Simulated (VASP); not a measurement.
Set up this calculation in VASP 6.6.1, as the native input.

* Task: relaxation of cell and atoms
* Functional: PBE
* Potentials or basis: VASP PAW PBE potentials, release 64 (Cd, Se, S)
* Cutoff: 600 eV
* k mesh: 6 × 6 × 2
* Occupations: gaussian, width 0.02 eV
* Spin: no spin polarisation
* Dipole correction: no
* Further INCAR settings: ALGO = Normal; EDIFF = 1e-06; IBRION = 2; EDIFFG = -0.01; NSW = 100; ISIF = 3

The structure of Cd3Se2S lies in POSCAR:

```
Cd3Se2S
1.0
    4.3197322000      0.0000000000      0.0000000000
   -2.1598661000      3.7409978000      0.0000000000
    0.0000000000      0.0000000000     21.1479431000
Cd Se S
6 4 2
Direct
    0.6666667000      0.3333333000      0.1669220000
    0.6666667000      0.3333333000      0.4956190000
    0.6666667000      0.3333333000      0.8381430000
    0.3333333000      0.6666667000      0.9956190000
    0.3333333000      0.6666667000      0.3381430000
    0.3333333000      0.6666667000      0.6669220000
    0.6666667000      0.3333333000      0.2938320000
    0.6666667000      0.3333333000      0.6227710000
    0.3333333000      0.6666667000      0.1227710000
    0.3333333000      0.6666667000      0.7938320000
    0.6666667000      0.3333333000      0.9597130000
    0.3333333000      0.6666667000      0.4597130000
```

The input as run:

INCAR

```
SYSTEM = Cd3Se2S
ALGO = Normal ; EDIFF = 1E-6
EDIFFG = -0.01 ; ENCUT = 600
GGA = PE ; IBRION = 2
ISIF = 3 ; ISMEAR = 0
LASPH = .TRUE. ; LCHARG = .FALSE.
LREAL = .FALSE. ; LWAVE = .FALSE.
NELM = 100 ; NSW = 100
PREC = Accurate ; SIGMA = 0.02
```

KPOINTS

```
k-points
0
G
  6 6 2
  0 0 0
```

Potentials or basis: VASP PAW PBE potentials, release 64 (Cd, Se, S).

Command:

```console
$ cat potpaw_PBE.64/Cd/POTCAR potpaw_PBE.64/Se/POTCAR potpaw_PBE.64/S/POTCAR > POTCAR
$ mpirun -np 1 vasp_std > vasp.out
```

It gave:

```json
{"Relaxed volume": "28.65 Å³/atom", "Relaxed cell": "a = 4.328 Å, b = 4.328 Å, c = 21.188 Å, α = 90.00°, β = 90.00°, γ = 120.00°", "Space group after relaxing (to 0.05 Å)": "P6_3mc (No. 186)", "Energy gained by relaxing": "0.1 meV/atom", "Ionic steps": "2", "Pressure after relaxing": "0.0 GPa", "Band gap on the k mesh": "0.60 eV, direct"}
```

It took 10 min on 1 thread of Oxide Virtual Turin-like Processor, with other jobs on the host, peak memory 0.68 GiB.
